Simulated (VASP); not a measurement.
Set up this calculation in VASP 6.6.1, as the native input.

```yaml
Task: single point
Functional: PBEsol
Potentials_or_basis: VASP PAW PBE potentials, release 64 (La)
Cutoff: 520 eV
k_mesh: 13 × 13 × 4
Occupations: fermi-dirac, width 0.1 eV
Spin: no spin polarisation
Dipole_correction: no
Further_INCAR_settings: ALGO = Normal; EDIFF = 1e-07; NBANDS = 30
```

The structure of La lies in POSCAR:

```
La
1.0
    3.5647199612      0.0000000000      0.0000000000
   -1.7823599806      3.0871380438      0.0000000000
    0.0000000000      0.0000000000     11.4343919394
La
4
Direct
    0.0000000000      0.0000000000      1.0000000000
    1.0000000000      0.0000000000      0.5000000000
    0.3333333333      0.6666666667      0.7500000000
    0.6666666667      0.3333333333      0.2500000000
```

These files were run (other wordings do the same):

INCAR

```
SYSTEM = La
ALGO = Normal
EDIFF = 1E-7
ENCUT = 520
GGA = PS
ISIF = 2
ISMEAR = -1
LASPH = .True.
LCHARG = .False.
LREAL = .False.
LWAVE = .False.
NBANDS = 30
NELM = 60
PREC = Accurate
SIGMA = 0.1
```

KPOINTS

```
k-points
0
Gamma
  13 13 4
  0 0 0
```

Potentials or basis: VASP PAW PBE potentials, release 64 (La).

Command:

```bash
$ cat potpaw_PBE.64/La/POTCAR > POTCAR
$ mpirun -np 1 vasp_std > vasp.out
```

Results of the run:

```yaml
Pressure: 2.5 GPa
Band_gap_on_the_k_mesh: zero (bands 22 and 23 overlap by 1.28 eV)
```

Caveat: the PAW data sets were made with another functional, which shifts forces and pressure a little; spin-orbit coupling is left out, which moves the levels of the heavy elements.

Run time: 2.8 min on 1 thread of Intel(R) Xeon(R) 6975P-C (Granite Rapids) (shared host), peak memory 0.37 GiB.
